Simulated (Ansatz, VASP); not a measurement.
# Mo2As in VASP and in Ansatz

```
CELL_PARAMETERS angstrom
4.47747 0.00000 0.00000
0.00000 6.07177 0.00000
0.00000 0.00000 4.05535
ATOMIC_POSITIONS crystal
Mo 0.20624 0.38159 0.00000
Mo 0.79376 0.61841 0.00000
Mo 0.70624 0.11841 0.50000
Mo 0.29376 0.88159 0.50000
As 0.00000 0.00000 0.00000
As 0.50000 0.50000 0.50000
```

Alike in both runs: functional PBE; k mesh 8 × 6 × 10; occupations gaussian, width 0.1 eV; no spin polarisation.

Ansatz relaxed the structure, and its values are those at the end. VASP's run is a single point on that final structure, the one shown.

```csv
,VASP,Ansatz
version,VASP 6.6.1,Ansatz 0.2.0
potentials or method,"VASP PAW PBE potentials, release 64 (Mo_sv, As), cutoff 520 eV","scalar-relativistic, plane waves, PAW"
valence electrons in the cell,66,86
```

```tsv
	VASP	Ansatz	Ansatz less VASP
gap on the k mesh at the Fermi level (eV)	none	none	-
pressure (GPa)	0.6	0.0	-0.55
rms of the force components (eV/Å)	0.039	0.003	-0.0363
```

A gap of «none» marks a metal or a gap that the smearing closes. VASP's potentials hold 66 valence electrons a cell and Ansatz's 86, so a difference there can come from the potentials and not from the codes.
